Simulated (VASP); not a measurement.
# Mg (P6/mmm) in VASP: a series of runs, part 3 of 3

VASP 6.6.1. Earlier steps stand in the parts before.

## (6) Single point, PBEsol

File INCAR:

```
SYSTEM = Mg
ALGO = Normal
EDIFF = 1E-7
ENCUT = 520
GGA = PS
ISIF = 2
ISMEAR = -1
LASPH = .TRUE.
LCHARG = .FALSE.
LREAL = .FALSE.
LWAVE = .FALSE.
NBANDS = 10
NELM = 100
PREC = Accurate
SIGMA = 0.1
```

File KPOINTS:

```
k-points
0
G
  10 10 14
  0 0 0
```

File POSCAR:

```
Mg
1.0
    5.0733665094      0.0000000000      0.0000000000
   -2.5366832547      4.3936642798      0.0000000000
    0.0000000000      0.0000000000      3.0736677517
Mg
3
Direct
    1.0000000000      0.0000000000      0.0000000000
    0.3333333333      0.6666666667      0.5000000000
    0.6666666667      0.3333333333      0.5000000000
```

Potentials or basis: VASP PAW PBE potentials, release 64 (Mg).

Command:

```
> cat potpaw_PBE.64/Mg/POTCAR > POTCAR
> mpirun -np 1 vasp_std > vasp.out
```

OUTCAR:

```text
SYSTEM = Mg
   EDIFF = 1E-7
   ENCUT = 520
   GGA = PS
   ISIF = 2
   ISMEAR = -1
   LASPH = .TRUE.
   LREAL = .FALSE.
   NELM = 100
   PREC = Accurate

 ion  position               nearest neighbor table
   1  0.000  0.000  0.000-   2 3.31   3 3.31   2 3.31   3 3.31   2 3.31   2 3.31   3 3.31   3 3.31
                             3 3.31   3 3.31   2 3.31   2 3.31
   2  0.333  0.667  0.500-   3 2.93   3 2.93   3 2.93   1 3.31   1 3.31   1 3.31   1 3.31   1 3.31
                             1 3.31
   3  0.667  0.333  0.500-   2 2.93   2 2.93   2 2.93   1 3.31   1 3.31   1 3.31   1 3.31   1 3.31
                             1 3.31

  LATTYP: Found a hexagonal cell.
 ALAT       =     5.0733665094
 C/A-ratio  =     0.6058438211

  Lattice vectors:

 A1 = (   5.0733665094,   0.0000000000,   0.0000000000)
 A2 = (  -2.5366832547,   4.3936642798,   0.0000000000)
 A3 = (   0.0000000000,   0.0000000000,   3.0736677517)

Analysis of symmetry for initial positions (statically):
=====================================================================
 Subroutine PRICEL returns:
 Original cell was already a primitive cell.

 Routine SETGRP: Setting up the symmetry group for a
 hexagonal supercell.

 Subroutine GETGRP returns: Found 24 space group operations
 (whereof 24 operations were pure point group operations)
 out of a pool of 24 trial point group operations.

The static configuration has the point symmetry D_6h.

Analysis of symmetry for dynamics (positions and initial velocities):
=====================================================================
 Subroutine PRICEL returns:
 Original cell was already a primitive cell.

 Routine SETGRP: Setting up the symmetry group for a
 hexagonal supercell.

 Subroutine GETGRP returns: Found 24 space group operations
 (whereof 24 operations were pure point group operations)
 out of a pool of 24 trial point group operations.

The dynamic configuration has the point symmetry D_6h.

 Subroutine INISYM returns: Found 24 space group operations
 (whereof 24 operations are pure point group operations),
 and found     1 'primitive' translations

----------------------------------------------------------------------------------------

                                     Primitive cell

  volume of cell :      68.5141

  direct lattice vectors                    reciprocal lattice vectors
     5.073366509  0.000000000  0.000000000     0.197107778  0.113800229  0.000000000
    -2.536683255  4.393664280  0.000000000     0.000000000  0.227600457  0.000000000
     0.000000000  0.000000000  3.073667752     0.000000000  0.000000000  0.325344208

  length of vectors
     5.073366509  5.073366509  3.073667752     0.227600457  0.227600457  0.325344208

  position of ions in fractional coordinates (direct lattice)
     0.000000000  0.000000000  0.000000000
     0.333333333  0.666666667  0.500000000
     0.666666667  0.333333333  0.500000000

  ion indices of the primitive-cell ions
   primitive index   ion index
                 1           1
                 2           2
                 3           3

----------------------------------------------------------------------------------------

 KPOINTS: k-points

Automatic generation of k-mesh.
 Grid dimensions read from file:
[... 23 lines left out ...]
  0.100000 -0.000000  0.000000      6.000000
  0.200000 -0.000000  0.000000      6.000000
  0.300000  0.000000  0.000000      6.000000
  0.400000  0.000000  0.000000      6.000000
  0.500000 -0.000000  0.000000      3.000000
[... 16 lines left out ...]
  0.300000  0.100000  0.071429     24.000000
  0.400000  0.100000  0.071429     24.000000
 [... further k-points ...]
   k-points           NKPTS =    112   k-points in BZ     NKDIM =    112   number of bands    NBANDS=     10
   number of dos      NEDOS =    301   number of ions     NIONS =      3
   total plane-waves  NPLWV =  38400
   dimension x,y,z NGX =    40 NGY =   40 NGZ =   24
   dimension x,y,z NGXF=    80 NGYF=   80 NGZF=   48
   ions per type =               3
   NGX,Y,Z   is equivalent  to a cutoff of  13.11, 13.11, 12.98 a.u.
   NGXF,Y,Z  is equivalent  to a cutoff of  26.21, 26.21, 25.96 a.u.
 SYSTEM =  Mg
   PREC   = accura    normal or accurate (medium, high low for compatibility)
   ISTART =      0    job   : 0-new  1-cont  2-samecut
   ICHARG =      2    charge: 1-file 2-atom 10-const
   ISPIN  =      1    spin polarized calculation?
   LNONCOLLINEAR =      F non collinear calculations
   LSORBIT =      F    spin-orbit coupling
   LASPH  =      T    aspherical Exc in radial PAW
   ENCUT  =  520.0 eV  38.22 Ry    6.18 a.u.   9.43  9.43  5.71*2*pi/ulx,y,z
   NELM   =    100;   NELMIN=  2; NELMDL= -5     # of ELM steps
   EDIFF  = 0.1E-06   stopping-criterion for ELM
   LREAL  =      F    real-space projection
   EDIFFG = 0.1E-05   stopping-criterion for IOM
   NSW    =      0    number of steps for IOM
   IBRION =     -1    ionic relax: 0-MD 1-quasi-New 2-CG
   NFREE  =      0    steps in history (QN), initial steepest desc. (CG)
   ISIF   =      2    stress and relaxation
   ISYM   =      2    0-nonsym 1-usesym 2-fastsym
   POTIM  = 0.5000    time-step for ionic-motion
   TEBEG  =    0.0;   TEEND  =   0.0 temperature during run
   PSTRESS=    0.0 pullay stress
   NELECT =       6.0000    total number of electrons
   NUPDOWN=      -1.0000    fix difference up-down
   EMIN   =  10.00;   EMAX   =-10.00  energy-range for DOS
   EFERMI =   0.00;   METHOD = LEGACY
   ISMEAR =    -1;   SIGMA  =   0.10  broadening in eV -4-tet -1-fermi 0-gaus
   EFERMI_NEDOS =   21; number of points for ismear=-14 and -15
   IALGO  =     38    algorithm
   IMIX   =      4    mixing-type and parameters
     AMIX     =   0.40;   BMIX     =  1.00
     AMIX_MAG =   1.60;   BMIX_MAG =  1.00
  volume/ion in A,a.u.               =      22.84       154.12
  Fermi-wavevector in a.u.,A,eV,Ry     =   0.726996  1.373823  7.190991  0.528523
  Thomas-Fermi vector in A             =   1.818109
   LORBIT       =      0    0 simple, 1 ext, 2 COOP (PROOUT), +10 PAW based schemes
   GGA     = PS    functional components
   LHFCALC =     F    Hartree Fock is set to
   AEXX    =    0.0000 exact exchange contribution
   IVDW    =     0    specifies the selected vdW correction
   LEPSILON=     F    determine dielectric tensor
   LRPA    =     F    only Hartree local field effects (RPA)
 non-spin polarized calculation
  energy-cutoff  :      520.00
  volume of cell :       68.51
 maximum number of plane-waves:      1867
 NGX is ok and might be reduce to    40
   NGX = 19   NGY = 19   NGZ = 11

 number of electron       6.0000000 magnetization

 Free energy of the ion-electron system (eV)
  ---------------------------------------------------
  ext. energy  EPLUGINS =         0.00000000
  ---------------------------------------------------
  free energy    TOTEN  =        -5.01872751 eV

  energy without entropy =       -4.97852234  energy(sigma->0) =       -4.99862492

 E-fermi :   2.6504     XC(G=0):  -8.5498

 val. band max:        2.6479358902   @ k =   0.2000  -0.0000   0.1429
 cond. band min:       2.6574027447   @ k =   0.3000   0.1000   0.5000
 fundamental gap:      0.0094668545
 Fermi energy:         2.6504484394

 k-point     1 :       0.0000    0.0000    0.0000
  band No.  band energies     occupation
      1      -4.3328      2.00000
      2       2.8543      0.23051
      3       2.8543      0.23051
      4       2.9069      0.14298
      5       2.9069      0.14298
      6       3.9877      0.00000
      7       4.0516      0.00000
      8      10.6816      0.00000
      9      11.1340      0.00000
     10      15.9875      0.00000
[... 287 lines left out ...]
 k-point    24 :       0.4000    0.1000    0.0714
  band No.  band energies     occupation
      1      -2.6244      2.00000
      2      -1.8596      2.00000
      3       0.3829      2.00000
      4       2.6827      0.84019
      5       6.9411      0.00000
      6       8.3427      0.00000
      7       9.0916      0.00000
      8      10.0686      0.00000
      9      10.4109      0.00000
     10      11.1168      0.00000

 [... further k-points ...]
[... 5 lines left out ...]
  --------------------------------------------------------------------------------------
  -------------------------------------------------------------------------------------
  Total       -0.0526821     -0.0526821      0.0170114      0.0000000     -0.0000000      0.0000000
  in kB       -1.2319509     -1.2319509      0.3978065      0.0000000     -0.0000000      0.0000000
  external PRESSURE =      -0.6886984 kB  Pullay stress =       0.0000000 kB

 VOLUME and BASIS-vectors are now :
 -----------------------------------------------------------------------------
  energy-cutoff  :      520.00
  volume of cell :       68.51
      direct lattice vectors                 reciprocal lattice vectors
     5.073366509  0.000000000  0.000000000     0.197107778  0.113800229  0.000000000
    -2.536683255  4.393664280  0.000000000     0.000000000  0.227600457  0.000000000
     0.000000000  0.000000000  3.073667752     0.000000000  0.000000000  0.325344208

 POSITION                                       TOTAL-FORCE (eV/Angst)
 -----------------------------------------------------------------------------------
      0.00000      0.00000      0.00000        -0.000000      0.000000      0.000000
     -0.00000      2.92911      1.53683        -0.000000      0.000000      0.000000
      2.53668      1.46455      1.53683         0.000000     -0.000000     -0.000000
 -----------------------------------------------------------------------------------
    total drift:                                0.000000     -0.000000     -0.000000

  FREE ENERGIE OF THE ION-ELECTRON SYSTEM (eV)
  ---------------------------------------------------
  free  energy   TOTEN  =        -5.0187275101 eV

  energy  without entropy=       -4.9785223394  energy(sigma->0) =       -4.99862492
```

OSZICAR:

```text
N       E                     dE             d eps       ncg     rms          rms(c)
DAV:   1     0.107485780801E+01    0.10749E+01   -0.20016E+03  2256   0.423E+02
DAV:   2    -0.492973490445E+01   -0.60046E+01   -0.58070E+01  2978   0.436E+01
DAV:   3    -0.505265972626E+01   -0.12292E+00   -0.12202E+00  2898   0.510E+00
DAV:   4    -0.505324209650E+01   -0.58237E-03   -0.58221E-03  2712   0.383E-01
DAV:   5    -0.505324722998E+01   -0.51335E-05   -0.51330E-05  2672   0.365E-02    0.117E+00
DAV:   6    -0.503484178095E+01    0.18405E-01   -0.11172E-03  2622   0.220E-01    0.745E-01
DAV:   7    -0.501872525767E+01    0.16117E-01   -0.46827E-03  2404   0.406E-01    0.388E-02
DAV:   8    -0.501872848945E+01   -0.32318E-05   -0.63545E-05  2836   0.400E-02    0.768E-03
DAV:   9    -0.501872713634E+01    0.13531E-05   -0.22045E-06  2586   0.815E-03    0.224E-03
DAV:  10    -0.501872753957E+01   -0.40323E-06   -0.47330E-07  2734   0.214E-03    0.206E-04
DAV:  11    -0.501872751013E+01    0.29446E-07   -0.12865E-08  1414   0.654E-04
   1 F= -.50187275E+01 E0= -.49986249E+01  d E =-.402052E-01
```

stdout:

```text
POSCAR found type information on POSCAR Mg
 POSCAR found :  1 types and       3 ions
 scaLAPACK will be used
 -----------------------------------------------------------------------------
|                                                                             |
|                                                                             |
|     You enforced a specific xc type in the INCAR file but a different       |
|     I HOPE YOU KNOW WHAT YOU ARE DOING!                                     |
|                                                                             |
 -----------------------------------------------------------------------------

 LDA part: xc-table for (Slater+PW92), standard interpolation
 POSCAR, INCAR and KPOINTS ok, starting setup
 FFT: planning ... GRIDC
 FFT: planning ... GRID_SOFT
 FFT: planning ... GRID
 WAVECAR not read
 entering main loop
```

It took 47 s on 1 thread of Intel Xeon Platinum 8488C (Sapphire Rapids), shared host; peak memory 0.22 GiB.

Results:

```yaml
Free_energy: -5.0187 eV
Pressure: -0.1 GPa
Band_gap_on_the_k_mesh: zero (band 3 reaches 6.18 eV, above the bottom of band 4 at 1.68 eV)
```

Levels at points of the mesh, in eV from the Fermi level:
```
           k point  band 1  band 2  band 3  band 4  band 5  band 6  band 7
(0.00, 0.00, 0.00)   -6.98    0.20    0.20    0.26    0.26    1.34    1.40
(0.50, 0.00, 0.00)   -5.05   -5.05   -1.55   -0.97    5.55    5.67    6.31
(0.00, 0.00, 0.50)   -3.20   -2.95    3.53    3.53    3.65    3.65    3.91
(0.50, 0.00, 0.50)   -1.52   -1.28   -1.11   -0.91    1.84    2.40    2.89
```

Caveat: the PAW data sets were made with another functional, which shifts forces and pressure a little.

## (7) Relaxation of cell and atoms, PBEsol

This run uses another cell than the first one, of 23.24 Å³/atom, 1.017 times its volume.

File INCAR:

```
SYSTEM = Mg
  PREC = Accurate
  ENCUT = 600
  EDIFF = 1E-7
  ISMEAR = -1
  SIGMA = 0.1
  LREAL = .FALSE.
  LASPH = .TRUE.
  NELM = 80
  ALGO = Normal
  ISIF = 3
  LWAVE = .FALSE.
  LCHARG = .FALSE.
  GGA = PS
  IBRION = 2
  NSW = 80
  EDIFFG = -0.01
```

File KPOINTS:

```
regular mesh
0
G
  7 7 10
  0 0 0
```

File POSCAR:

```
Mg
1.0
    5.0827995274      0.0000000000      0.0000000000
   -2.5413997637      4.4018335130      0.0000000000
    0.0000000000      0.0000000000      3.1157561103
Mg
3
Direct
    0.0000000000      0.0000000000      0.0000000000
    0.3333333333      0.6666666667      0.5000000000
    0.6666666667      0.3333333333      0.5000000000
```

Command:

```
> cat potpaw_PBE.64/Mg/POTCAR > POTCAR
> mpirun -np 1 vasp_std > vasp.out
```

It took 57 s on 1 thread of Intel Xeon Platinum 8488C (Sapphire Rapids), shared host; peak memory 0.23 GiB.

Results (log left out):

```yaml
Free_energy: -5.0250 eV
Relaxed_volume: 22.79 Å³/atom
Relaxed_cell: a = 5.068 Å, b = 5.068 Å, c = 3.074 Å, α = 90.00°, β = 90.00°, γ = 120.00°
Space_group_after_relaxing_to_0.05_Å: P6/mmm (No. 191)
Energy_gained_by_relaxing: 1.3 meV/atom
Ionic_steps: 5
Pressure_after_relaxing: 0.0 GPa
Band_gap_on_the_k_mesh: zero (band 3 reaches 6.19 eV, above the bottom of band 4 at 1.73 eV)
```

Stress tensor (GPa, compression positive):
```
 0.06  0.00  0.00
 0.00  0.06  0.00
 0.00  0.00 -0.03
```

Step by step:
```
step  energy change (eV)  largest force (eV/Å)  pressure (GPa)  volume (Å³)
   1              0.0000                0.0000           -0.61        69.71
   2             -0.0032                0.0000           -0.19        68.82
   3             -0.0037                0.0000            0.06        68.33
   4             -0.0037                0.0000            0.07        68.31
   5             -0.0038                0.0000            0.03        68.38
```

Final structure:
```
Mg
1.0
     5.06848    0.00000    0.00000
    -2.53424    4.38943    0.00000
     0.00000    0.00000    3.07361
Mg
3
Cartesian
  0.0000 0.0000 3.0736
  0.0000 2.9263 1.5368
  2.5342 1.4631 1.5368
```

Levels at points of the mesh, in eV from the Fermi level:
```
           k point  band 1  band 2  band 3  band 4  band 5  band 6  band 7
(0.00, 0.00, 0.00)   -6.98    0.22    0.22    0.27    0.27    1.36    1.43
(0.00, 0.00, 0.50)   -3.19   -2.94    3.55    3.55    3.67    3.67    3.93
```

Caveat: the PAW data sets were made with another functional, which shifts forces and pressure a little.

## (8) The runs side by side

```tsv
task	cell	k mesh	cutoff (eV)	gap on the mesh (eV)	pressure (GPa)
single point	a = 5.073, b = 5.073, c = 3.074 Å, angles 90.0, 90.0, 120.0°, 3 atoms	8 × 8 × 12	520	none	-0.1
single point	a = 5.140, b = 5.140, c = 3.114 Å, angles 90.0, 90.0, 120.0°, 3 atoms	8 × 8 × 12	520	none	-1.4
single point	a = 5.205, b = 5.205, c = 3.154 Å, angles 90.0, 90.0, 120.0°, 3 atoms	8 × 8 × 12	520	none	-2.4
single point	a = 5.269, b = 5.269, c = 3.192 Å, angles 90.0, 90.0, 120.0°, 3 atoms	8 × 8 × 12	520	none	-3.3
single point	a = 5.073, b = 5.073, c = 3.074 Å, angles 90.0, 90.0, 120.0°, 3 atoms	10 × 10 × 14	520	none	-0.1
relaxation of cell and atoms	relaxed from a = 5.083, b = 5.083, c = 3.116 Å, angles 90.0, 90.0, 120.0°, 3 atoms	7 × 7 × 10	600	none	0.0
```

Alike in all rows: level PBEsol; potentials or basis VASP PAW PBE potentials, release 64 (Mg); no spin polarisation; smearing fermi-dirac 0.1 eV.

Caveats: the PAW data sets were made with another functional, which shifts forces and pressure a little.

Absolute energies hang on the potentials; compare differences alone.
